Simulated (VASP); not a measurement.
# AlN (R-3m) in VASP: further runs, part 2 of 2

VASP 6.6.1.

## 6. Single point, PBE (equal xy, yz and zx shear strains of +3 %)

Input file INCAR:

```
SYSTEM = AlN
  PREC = Accurate
  ENCUT = 520
  EDIFF = 1E-7
  ISMEAR = -1
  SIGMA = 0.02
  LREAL = .False.
  LASPH = .True.
  NELM = 100
  ALGO = Normal
  ISIF = 2
  LWAVE = .False.
  LCHARG = .False.
  GGA = PE
  NBANDS = 11
```

Input file KPOINTS:

```
Automatic mesh
0
Gamma
  10 10 10
  0 0 0
```

Input file POSCAR:

```
AlN
1.0
    0.0593400000      2.0076700000      2.0076700000
    2.0076700000      0.0593400000      2.0076700000
    2.0076700000      2.0076700000      0.0593400000
Al N
1 1
Direct
    0.0000000000      0.0000000000      0.0000000000
    0.5000000000      0.5000000000      0.5000000000
```

Potentials or basis: VASP PAW PBE potentials, release 64 (Al, N).

Run with:

```bash
$ cat potpaw_PBE.64/Al/POTCAR potpaw_PBE.64/N/POTCAR > POTCAR
$ mpirun -np 1 vasp_std > vasp.out
```

OUTCAR:

```text
SYSTEM = AlN
   PREC = Accurate
   ENCUT = 520
   EDIFF = 1E-7
   ISMEAR = -1
   LREAL = .False.
   LASPH = .True.
   NELM = 100
   ISIF = 2
   GGA = PE

 ion  position               nearest neighbor table
   1  0.000  0.000  0.000-   2 1.98   2 1.98   2 1.98   2 1.98   2 1.98   2 1.98
   2  0.500  0.500  0.500-   1 1.98   1 1.98   1 1.98   1 1.98   1 1.98   1 1.98

  LATTYP: Found a trigonal (rhomboedric) cell.
 ALAT       =     2.8398941694
 COS(alpha) =     0.5293254421

  Lattice vectors:

 A1 = (   0.0593400000,   2.0076700000,   2.0076700000)
 A2 = (   2.0076700000,   0.0593400000,   2.0076700000)
 A3 = (   2.0076700000,   2.0076700000,   0.0593400000)

Analysis of symmetry for initial positions (statically):
=====================================================================
 Subroutine PRICEL returns:
 Original cell was already a primitive cell.

 Routine SETGRP: Setting up the symmetry group for a
 trigonal (rhombohedral) supercell.

 Subroutine GETGRP returns: Found 12 space group operations
 (whereof 12 operations were pure point group operations)
 out of a pool of 12 trial point group operations.

The static configuration has the point symmetry D_3d.

Analysis of symmetry for dynamics (positions and initial velocities):
=====================================================================
 Subroutine PRICEL returns:
 Original cell was already a primitive cell.

 Routine SETGRP: Setting up the symmetry group for a
 trigonal (rhombohedral) supercell.

 Subroutine GETGRP returns: Found 12 space group operations
 (whereof 12 operations were pure point group operations)
 out of a pool of 12 trial point group operations.

The dynamic configuration has the point symmetry D_3d.

 Subroutine INISYM returns: Found 12 space group operations
 (whereof 12 operations are pure point group operations),
 and found     1 'primitive' translations

----------------------------------------------------------------------------------------

                                     Primitive cell
[... 114 lines left out ...]
  Thomas-Fermi vector in A             =   2.444387
   LORBIT       =      0    0 simple, 1 ext, 2 COOP (PROOUT), +10 PAW based schemes
   GGA     = PE    functional components
   LHFCALC =     F    Hartree Fock is set to
   AEXX    =    0.0000 exact exchange contribution
   IVDW    =     0    specifies the selected vdW correction
   LEPSILON=     F    determine dielectric tensor
   LRPA    =     F    only Hartree local field effects (RPA)
 non-spin polarized calculation
  energy-cutoff  :      520.00
  volume of cell :       15.47
 maximum number of plane-waves:       425
 NGX is ok and might be reduce to    24
   NGX = 11   NGY = 11   NGZ = 11

 number of electron       8.0000001 magnetization

 Free energy of the ion-electron system (eV)
  ---------------------------------------------------
  ext. energy  EPLUGINS =         0.00000000
  ---------------------------------------------------
  free energy    TOTEN  =       -14.39739574 eV

  energy without entropy =      -14.39739574  energy(sigma->0) =      -14.39739574

 E-fermi :  11.5053     XC(G=0): -12.5999

 val. band max:       11.0838647278   @ k =   0.0000   0.0000   0.0000
 cond. band min:      15.5682465872   @ k =   0.5000   0.5000  -0.0000
 fundamental gap:      4.4843818594
 Fermi energy:        11.5053316424

 k-point     1 :       0.0000    0.0000    0.0000
  band No.  band energies     occupation
      1      -7.3181      2.00000
      2      10.3928      2.00000
      3      11.0839      2.00000
      4      11.0839      2.00000
      5      17.3661      0.00000
      6      22.4672      0.00000
      7      23.7052      0.00000
      8      23.7052      0.00000
      9      28.4219      0.00000
     10      29.1671      0.00000
     11      29.1671      0.00000
[... 309 lines left out ...]
 k-point    24 :       0.4000    0.3000   -0.0000
  band No.  band energies     occupation
      1      -4.0706      2.00000
      2       4.7649      2.00000
      3       8.0712      2.00000
      4       8.1720      2.00000
      5      16.8530      0.00000
      6      18.6346      0.00000
      7      23.7236      0.00000
      8      27.2192      0.00000
      9      28.2597      0.00000
     10      33.3918      0.00000
     11      36.7397      0.00000

 [... further k-points ...]
[... 5 lines left out ...]
  --------------------------------------------------------------------------------------
  -------------------------------------------------------------------------------------
  Total        2.4741612      2.4741612      2.4741612     -1.0369861     -1.0369861     -1.0369861
  in kB      256.2831370    256.2831370    256.2831370   -107.4150105   -107.4150105   -107.4150105
  external PRESSURE =     256.2831370 kB  Pullay stress =       0.0000000 kB

 VOLUME and BASIS-vectors are now :
 -----------------------------------------------------------------------------
  energy-cutoff  :      520.00
  volume of cell :       15.47
      direct lattice vectors                 reciprocal lattice vectors
     0.059340000  2.007670000  2.007670000    -0.260367368  0.252892706  0.252892706
     2.007670000  0.059340000  2.007670000     0.252892706 -0.260367368  0.252892706
     2.007670000  2.007670000  0.059340000     0.252892706  0.252892706 -0.260367368

 POSITION                                       TOTAL-FORCE (eV/Angst)
 -----------------------------------------------------------------------------------
      0.00000      0.00000      0.00000        -0.000000      0.000000      0.000000
      2.03734      2.03734      2.03734         0.000000     -0.000000     -0.000000
 -----------------------------------------------------------------------------------
    total drift:                               -0.000000     -0.000000      0.000000

  FREE ENERGIE OF THE ION-ELECTRON SYSTEM (eV)
  ---------------------------------------------------
  free  energy   TOTEN  =       -14.3973957430 eV

  energy  without entropy=      -14.3973957430  energy(sigma->0) =      -14.39739574
```

OSZICAR:

```text
N       E                     dE             d eps       ncg     rms          rms(c)
DAV:   1     0.112814460094E+02    0.11281E+02   -0.40397E+03  2648   0.625E+02
DAV:   2    -0.154794125764E+02   -0.26761E+02   -0.25645E+02  3104   0.144E+02
DAV:   3    -0.162091277705E+02   -0.72972E+00   -0.72860E+00  3097   0.214E+01
DAV:   4    -0.162120577119E+02   -0.29299E-02   -0.29297E-02  2858   0.146E+00
DAV:   5    -0.162120819856E+02   -0.24274E-04   -0.24273E-04  3014   0.125E-01    0.788E+00
DAV:   6    -0.144260451463E+02    0.17860E+01   -0.71799E+00  2819   0.147E+01    0.285E+00
DAV:   7    -0.144028302399E+02    0.23215E-01   -0.22779E-01  2919   0.337E+00    0.186E+00
DAV:   8    -0.143977121883E+02    0.51181E-02   -0.15009E-02  2735   0.106E+00    0.352E-01
DAV:   9    -0.143973515702E+02    0.36062E-03   -0.14383E-03  2938   0.236E-01    0.159E-01
DAV:  10    -0.143974028384E+02   -0.51268E-04   -0.14280E-04  2854   0.864E-02    0.500E-02
DAV:  11    -0.143973959053E+02    0.69331E-05   -0.23364E-05  2987   0.280E-02    0.733E-03
DAV:  12    -0.143973957626E+02    0.14269E-06   -0.67151E-07  2819   0.705E-03    0.134E-03
DAV:  13    -0.143973957430E+02    0.19555E-07   -0.16353E-08  1507   0.849E-04
   1 F= -.14397396E+02 E0= -.14397396E+02  d E =-.125446E-11
```

Run time: 28 s. Hardware: 1 thread of Intel Xeon 8259CL, shared host; peak memory 0.14 GiB.

Results:

```
Free energy            : -14.3974 eV
Pressure               : 25.6 GPa
Band gap on the k mesh : 4.48 eV, indirect (least direct gap 6.28 eV)
```

Caveat: the cell differs from its parent crystal (equal xy, yz and zx shear strains of +3 %). A k mesh can miss the band edges.

## 7. Summary

| cell | gap on the mesh (eV) | pressure (GPa) |
| --- | --- | --- |
| a = 2.783 Å, angles 60.7°, 2 atoms | 4.90 | 25.3 |
| a = 2.826 Å, angles 58.7°, 2 atoms | 4.73 | 25.4 |
| a = 2.770 Å, angles 61.3°, 2 atoms | 4.60 | 25.4 |
| a = 2.811 Å, angles 59.3°, 2 atoms | 4.97 | 25.3 |
| a = 2.840 Å, angles 58.0°, 2 atoms | 4.48 | 25.6 |

Alike in all rows: task single point; level PBE; potentials or basis VASP PAW PBE potentials, release 64 (Al, N); no spin polarisation; k mesh 10 × 10 × 10; cutoff (eV) 520; smearing fermi-dirac 0.02 eV.

Total energies depend on the potentials used, so only differences within one code and one set of settings carry meaning.
